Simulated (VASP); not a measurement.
# GaN (P6_3mc) in VASP: single point with PBEsol

Aim: the single point of GaN with PBEsol.

All numbers are computed with VASP 6.6.1; they aren't measurements. Logs are shortened: lines on timing, memory, paths and dates and some standing lists are left out, and cuts for length are marked.

## (1) The cell of the first run

It takes space group P6_3mc (No. 186, hexagonal). The conventional cell has a = 3.183 Å, b = 3.183 Å, c = 5.185 Å, α = 90.00°, β = 90.00°, γ = 120.00°. Ga (site symmetry 3m) has 4 N at 1.95 Å within 2.6 Å. Within 2.6 Å of N (site symmetry 3m) lie 4 Ga at 1.95 Å.

## (2) Single point, PBEsol

The input, INCAR:

```
SYSTEM = GaN
PREC = Accurate
ENCUT = 520
EDIFF = 1E-7
ISMEAR = 0
SIGMA = 0.02
LREAL = .False.
LASPH = .True.
NELM = 60
ALGO = Normal
ISIF = 2
LWAVE = .False.
LCHARG = .False.
GGA = PS
NBANDS = 26
```

The input, KPOINTS:

```
Automatic mesh
0
Gamma
  9 9 6
  0 0 0
```

The input, POSCAR:

```
GaN
1.0
    3.1828017554      0.0000000000      0.0000000000
   -1.5914008777      2.7563871754      0.0000000000
    0.0000000000      0.0000000000      5.1851995025
Ga N
2 2
Direct
    0.6666666667      0.3333333333      0.4991747632
    0.3333333333      0.6666666667      0.9991747632
    0.6666666667      0.3333333333      0.8758252368
    0.3333333333      0.6666666667      0.3758252368
```

Potentials or basis: VASP PAW PBE potentials, release 64 (Ga_d, N).

Run with:

```sh
$ cat potpaw_PBE.64/Ga_d/POTCAR potpaw_PBE.64/N/POTCAR > POTCAR
$ mpirun -np 1 vasp_std > vasp.out
```

OUTCAR:

```text
SYSTEM = GaN
   PREC = Accurate
   ENCUT = 520
   EDIFF = 1E-7
   ISMEAR = 0
   LREAL = .False.
   LASPH = .True.
   NELM = 60
   ISIF = 2
   GGA = PS

 ion  position               nearest neighbor table
   1  0.667  0.333  0.499-   4 1.95   4 1.95   4 1.95   3 1.95
   2  0.333  0.667  0.999-   3 1.95   3 1.95   3 1.95   4 1.95
   3  0.667  0.333  0.876-   2 1.95   2 1.95   2 1.95   1 1.95
   4  0.333  0.667  0.376-   1 1.95   1 1.95   1 1.95   2 1.95

  LATTYP: Found a hexagonal cell.
 ALAT       =     3.1828017554
 C/A-ratio  =     1.6291305274

  Lattice vectors:

 A1 = (   3.1828017554,   0.0000000000,   0.0000000000)
 A2 = (  -1.5914008777,   2.7563871754,   0.0000000000)
 A3 = (   0.0000000000,   0.0000000000,   5.1851995025)

Analysis of symmetry for initial positions (statically):
=====================================================================
 Subroutine PRICEL returns:
 Original cell was already a primitive cell.

 Routine SETGRP: Setting up the symmetry group for a
 hexagonal supercell.

 Subroutine GETGRP returns: Found 12 space group operations
 (whereof  6 operations were pure point group operations)
 out of a pool of 24 trial point group operations.

The static configuration has the point symmetry C_3v.
 The point group associated with its full space group is C_6v.

Analysis of symmetry for dynamics (positions and initial velocities):
=====================================================================
 Subroutine PRICEL returns:
 Original cell was already a primitive cell.

 Routine SETGRP: Setting up the symmetry group for a
 hexagonal supercell.

 Subroutine GETGRP returns: Found 12 space group operations
 (whereof  6 operations were pure point group operations)
 out of a pool of 24 trial point group operations.

The dynamic configuration has the point symmetry C_3v.
 The point group associated with its full space group is C_6v.

 Subroutine INISYM returns: Found 12 space group operations
 (whereof  6 operations are pure point group operations),
 and found     1 'primitive' translations

----------------------------------------------------------------------------------------

                                     Primitive cell

  volume of cell :      45.4899

  direct lattice vectors                    reciprocal lattice vectors
     3.182801755  0.000000000  0.000000000     0.314188591  0.181396868  0.000000000
    -1.591400878  2.756387175  0.000000000     0.000000000  0.362793736  0.000000000
     0.000000000  0.000000000  5.185199502     0.000000000  0.000000000  0.192856610

  length of vectors
     3.182801755  3.182801755  5.185199502     0.362793736  0.362793736  0.192856610

  position of ions in fractional coordinates (direct lattice)
     0.666666667  0.333333333  0.499174763
     0.333333333  0.666666667  0.999174763
     0.666666667  0.333333333  0.875825237
     0.333333333  0.666666667  0.375825237

  ion indices of the primitive-cell ions
   primitive index   ion index
                 1           1
                 2           2
                 3           3
                 4           4

----------------------------------------------------------------------------------------

 KPOINTS: Automatic mesh

Automatic generation of k-mesh.
 Grid dimensions read from file:
 generate k-points for:    9    9    6

 Generating k-lattice:

  Cartesian coordinates                     Fractional coordinates (reciprocal lattice)
     0.034909843  0.020155208  0.000000000     0.111111111  0.000000000  0.000000000
     0.000000000  0.040310415  0.000000000     0.000000000  0.111111111  0.000000000
     0.000000000  0.000000000  0.032142768     0.000000000  0.000000000  0.166666667

  Length of vectors
     0.040310415  0.040310415  0.032142768

  Shift w.r.t. Gamma in fractional coordinates (k-lattice)
     0.000000000  0.000000000  0.000000000

 Subroutine IBZKPT returns following result:
 ===========================================

 Found     48 irreducible k-points:

 Following reciprocal coordinates:
            Coordinates               Weight
  0.000000  0.000000  0.000000      1.000000
  0.111111  0.000000  0.000000      6.000000
  0.222222  0.000000  0.000000      6.000000
  0.333333  0.000000  0.000000      6.000000
  0.444444  0.000000  0.000000      6.000000
  0.111111  0.111111  0.000000      6.000000
[... 16 lines left out ...]
  0.333333  0.222222  0.166667     24.000000
  0.333333  0.333333  0.166667      4.000000
 [... further k-points ...]
   k-points           NKPTS =     48   k-points in BZ     NKDIM =     48   number of bands    NBANDS=     26
   number of dos      NEDOS =    301   number of ions     NIONS =      4
   total plane-waves  NPLWV =  23040
   dimension x,y,z NGX =    24 NGY =   24 NGZ =   40
   dimension x,y,z NGXF=    48 NGYF=   48 NGZF=   80
   ions per type =               2   2
   NGX,Y,Z   is equivalent  to a cutoff of  12.54, 12.54, 12.82 a.u.
   NGXF,Y,Z  is equivalent  to a cutoff of  25.07, 25.07, 25.65 a.u.
 SYSTEM =  GaN
   PREC   = accura    normal or accurate (medium, high low for compatibility)
   ISTART =      0    job   : 0-new  1-cont  2-samecut
   ICHARG =      2    charge: 1-file 2-atom 10-const
   ISPIN  =      1    spin polarized calculation?
   LNONCOLLINEAR =      F non collinear calculations
   LSORBIT =      F    spin-orbit coupling
   LASPH  =      T    aspherical Exc in radial PAW
   ENCUT  =  520.0 eV  38.22 Ry    6.18 a.u.   5.92  5.92  9.64*2*pi/ulx,y,z
   NELM   =     60;   NELMIN=  2; NELMDL= -5     # of ELM steps
   EDIFF  = 0.1E-06   stopping-criterion for ELM
   LREAL  =      F    real-space projection
   EDIFFG = 0.1E-05   stopping-criterion for IOM
   NSW    =      0    number of steps for IOM
   IBRION =     -1    ionic relax: 0-MD 1-quasi-New 2-CG
   NFREE  =      0    steps in history (QN), initial steepest desc. (CG)
   ISIF   =      2    stress and relaxation
   ISYM   =      2    0-nonsym 1-usesym 2-fastsym
   POTIM  = 0.5000    time-step for ionic-motion
   TEBEG  =    0.0;   TEEND  =   0.0 temperature during run
   PSTRESS=    0.0 pullay stress
   NELECT =      36.0000    total number of electrons
   NUPDOWN=      -1.0000    fix difference up-down
   EMIN   =  10.00;   EMAX   =-10.00  energy-range for DOS
   EFERMI =   0.00;   METHOD = LEGACY
   ISMEAR =     0;   SIGMA  =   0.02  broadening in eV -4-tet -1-fermi 0-gaus
   EFERMI_NEDOS =   21; number of points for ismear=-14 and -15
   IALGO  =     38    algorithm
   IMIX   =      4    mixing-type and parameters
     AMIX     =   0.40;   BMIX     =  1.00
     AMIX_MAG =   1.60;   BMIX_MAG =  1.00
  volume/ion in A,a.u.               =      11.37        76.75
  Fermi-wavevector in a.u.,A,eV,Ry     =   1.514272  2.861559 31.198429  2.293020
  Thomas-Fermi vector in A             =   2.623952
   LORBIT       =      0    0 simple, 1 ext, 2 COOP (PROOUT), +10 PAW based schemes
   GGA     = PS    functional components
   LHFCALC =     F    Hartree Fock is set to
   AEXX    =    0.0000 exact exchange contribution
   IVDW    =     0    specifies the selected vdW correction
   LEPSILON=     F    determine dielectric tensor
   LRPA    =     F    only Hartree local field effects (RPA)
 non-spin polarized calculation
 Gauss-broadening in eV      SIGMA  =   0.02
  energy-cutoff  :      520.00
  volume of cell :       45.49
 maximum number of plane-waves:      1248
 NGX is ok and might be reduce to    24
   NGX = 11   NGY = 11   NGZ = 19

 number of electron      35.9999992 magnetization

 Free energy of the ion-electron system (eV)
  ---------------------------------------------------
  ext. energy  EPLUGINS =         0.00000000
  ---------------------------------------------------
  free energy    TOTEN  =       -26.26845301 eV

  energy without entropy =      -26.26845301  energy(sigma->0) =      -26.26845301

 E-fermi :   5.3775     XC(G=0): -11.9278

 val. band max:        5.2348119671   @ k =   0.0000   0.0000   0.0000
 cond. band min:       7.1285816920   @ k =   0.0000   0.0000   0.0000
 fundamental gap:      1.8937697249
 Fermi energy:         5.3775391635

 k-point     1 :       0.0000    0.0000    0.0000
  band No.  band energies     occupation
      1     -10.7813      2.00000
      2      -9.8126      2.00000
      3      -8.1697      2.00000
      4      -8.1539      2.00000
      5      -8.1539      2.00000
      6      -8.0912      2.00000
[... 18 lines left out ...]
     25      16.8869      0.00000
     26      16.8869      0.00000

 k-point     2 :       0.1111    0.0000    0.0000
  band No.  band energies     occupation
      1     -10.6575      2.00000
      2      -9.7803      2.00000
      3      -8.1569      2.00000
      4      -8.1362      2.00000
      5      -8.1166      2.00000
      6      -8.0764      2.00000
[... 18 lines left out ...]
     25      16.4214      0.00000
     26      17.1513      0.00000

 k-point     3 :       0.2222    0.0000    0.0000
  band No.  band energies     occupation
      1     -10.3466      2.00000
      2      -9.7124      2.00000
      3      -8.1207      2.00000
      4      -8.1005      2.00000
      5      -8.0431      2.00000
      6      -8.0043      2.00000
[... 18 lines left out ...]
     25      16.5975      0.00000
     26      17.7050      0.00000

 k-point     4 :       0.3333    0.0000    0.0000
  band No.  band energies     occupation
      1     -10.0219      2.00000
      2      -9.6587      2.00000
      3      -8.1007      2.00000
      4      -8.0805      2.00000
      5      -7.9982      2.00000
      6      -7.9355      2.00000
[... 18 lines left out ...]
     25      16.7207      0.00000
     26      18.3344      0.00000
[... 496 lines left out ...]
      1      -9.8601      2.00000
      2      -9.6471      2.00000
      3      -8.1104      2.00000
      4      -8.0465      2.00000
      5      -7.9833      2.00000
      6      -7.9684      2.00000
[... 18 lines left out ...]
     25      16.3211      0.00000
     26      18.8553      0.00000

 k-point    23 :       0.3333    0.2222    0.1667
  band No.  band energies     occupation
      1      -9.7368      2.00000
      2      -9.6395      2.00000
      3      -8.1259      2.00000
      4      -8.0249      2.00000
      5      -7.9695      2.00000
      6      -7.9304      2.00000
[... 18 lines left out ...]
     25      17.2556      0.00000
     26      18.5355      0.00000

 k-point    24 :       0.3333    0.3333    0.1667
  band No.  band energies     occupation
      1      -9.6672      2.00000
      2      -9.6672      2.00000
      3      -8.1386      2.00000
      4      -7.9767      2.00000
      5      -7.9767      2.00000
      6      -7.9286      2.00000
[... 18 lines left out ...]
     25      18.1356      0.00000
     26      18.3163      0.00000

 [... further k-points ...]
[... 5 lines left out ...]
  --------------------------------------------------------------------------------------
  -------------------------------------------------------------------------------------
  Total       -0.0697415     -0.0697415     -0.0528829      0.0000000      0.0000000      0.0000000
  in kB       -2.4563280     -2.4563280     -1.8625617      0.0000000      0.0000000      0.0000000
  external PRESSURE =      -2.2584059 kB  Pullay stress =       0.0000000 kB

 VOLUME and BASIS-vectors are now :
 -----------------------------------------------------------------------------
  energy-cutoff  :      520.00
  volume of cell :       45.49
      direct lattice vectors                 reciprocal lattice vectors
     3.182801755  0.000000000  0.000000000     0.314188591  0.181396868  0.000000000
    -1.591400878  2.756387175  0.000000000     0.000000000  0.362793736  0.000000000
     0.000000000  0.000000000  5.185199502     0.000000000  0.000000000  0.192856610

 POSITION                                       TOTAL-FORCE (eV/Angst)
 -----------------------------------------------------------------------------------
      1.59140      0.91880      2.58832         0.000000      0.000000      0.000687
     -0.00000      1.83759      5.18092        -0.000000      0.000000      0.000687
      1.59140      0.91880      4.54133        -0.000000     -0.000000     -0.000687
     -0.00000      1.83759      1.94873         0.000000      0.000000     -0.000687
 -----------------------------------------------------------------------------------
    total drift:                               -0.000001     -0.000001     -0.000603

  FREE ENERGIE OF THE ION-ELECTRON SYSTEM (eV)
  ---------------------------------------------------
  free  energy   TOTEN  =       -26.2684530093 eV

  energy  without entropy=      -26.2684530093  energy(sigma->0) =      -26.26845301
```

Run time: 27 s. Hardware: 1 thread of Intel Xeon 6975P-C (Granite Rapids), shared host; peak memory 0.18 GiB.

What came out:

```yaml
Free_energy: -26.2685 eV
Pressure: -0.2 GPa
Band_gap_on_the_k_mesh: 1.89 eV, direct
```

Caveat: the PAW data sets were made with another functional, which shifts forces and pressure a little.
